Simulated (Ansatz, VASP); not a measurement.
## One calculation of Ti3H, two programs

The input INCAR:

```
SYSTEM = Ti3H
PREC = Accurate ; ENCUT = 520
EDIFF = 1E-6 ; ISMEAR = 0
SIGMA = 0.1 ; LREAL = .FALSE.
LASPH = .TRUE. ; NELM = 80
ALGO = Normal ; ISIF = 2
LWAVE = .FALSE. ; LCHARG = .FALSE.
LDIPOL = .TRUE. ; IDIPOL = 3
DIPOL = 0.5 0.5 0.357 ; GGA = PE
NBANDS = 26
```

File KPOINTS:

```
Automatic mesh
0
G
  10 10 1
  0 0 0
```

Contents of POSCAR:

```
Ti3H
1.0
    2.8193504947      0.0000000000      0.0000000000
   -0.9397834982      2.6581091378      0.0000000000
    0.0000000000      0.0000000000     21.3259744853
Ti H
3 1
Direct
    0.5000000000      0.5000000000      0.1875646997
    0.0000000000      0.0000000000      0.2892724347
    0.5000000000      0.5000000000      0.3904147260
    0.8333333333      0.8333333333      0.5625053380
```

Input for Ansatz:

```yaml
crystal:
  lattice:
    - [2.8193504947, 0.0, 0.0]
    - [-0.9397834982, 2.6581091378, 0.0]
    - [0.0, 0.0, 21.3259744853]
  atoms:
    - { symbol: Ti, position: [0.5, 0.5, 0.1875646997] }
    - { symbol: Ti, position: [0.0, 0.0, 0.2892724347] }
    - { symbol: Ti, position: [0.5, 0.5, 0.390414726] }
    - { symbol: H, position: [0.8333333333, 0.8333333333, 0.562505338] }
basis:
  ecutwfc: 420
kpoints:
  mp_grid: { grid: [10, 10, 1] }
hamiltonian:
  xc: pbe
scf:
  occupations: { method: gaussian, width: 0.1 }
output:
  forces: true
  eigenvalues: true
efield:
  axis: 3
  dipole_correction: true
  ramp_width: 0.04
```

Alike in both runs: task single point; functional PBE; k mesh 10 × 10 × 1; occupations gaussian, width 0.1 eV; no spin polarisation.

```csv
,VASP,Ansatz
version,VASP 6.6.1,Ansatz 0.2.0
potentials or method,"VASP PAW PBE potentials, release 64 (Ti_sv, H), cutoff 520 eV","scalar-relativistic, plane waves, PAW"
valence electrons in the cell,37,37
```

|  | VASP | Ansatz | Ansatz less VASP |
| --- | --- | --- | --- |
| gap on the k mesh at the Fermi level (eV) | none | none | - |
| rms of the force components (eV/Å) | 0.181 | 0.184 | +0.0032 |

Atom by atom the forces differ by 0.005 eV/Å (rms over components). A gap of «none» marks a metal or a gap that the smearing closes. Ansatz's warnings: vacuum density over bound.
